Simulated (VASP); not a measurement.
A run of VASP 6.6.1:

Contents of INCAR:

```
SYSTEM = Yb
ALGO = Normal
EDIFF = 1E-6
ENCUT = 520
GGA = RE
ISIF = 2
ISMEAR = -1
LASPH = .True.
LCHARG = .False.
LREAL = .False.
LWAVE = .False.
NBANDS = 31
NELM = 100
PREC = Accurate
SIGMA = 0.1
```

KPOINTS

```
k-points
0
Gamma
  16 16 9
  0 0 0
```

The input POSCAR:

```
Yb
1.0
    3.7647441575      0.0000000000      0.0000000000
   -1.8823720787      3.2603640792      0.0000000000
    0.0000000000      0.0000000000      6.1916216134
Yb
2
Direct
    0.3333333333      0.6666666667      0.2500000000
    0.6666666667      0.3333333333      0.7500000000
```

Potentials or basis: VASP PAW PBE potentials, release 64 (Yb).

Command:

```console
$ cat potpaw_PBE.64/Yb/POTCAR > POTCAR
$ mpirun -np 1 vasp_std > vasp.out
```

Hardware: 1 thread of Intel(R) Xeon(R) 6975P-C (Granite Rapids), on a shared host.

How long does it take, and how much memory?

It took 6.3 min on 1 thread of Intel(R) Xeon(R) 6975P-C (Granite Rapids) (shared host), peak memory 0.41 GiB. Counts: scf iterations 33, k points 150.
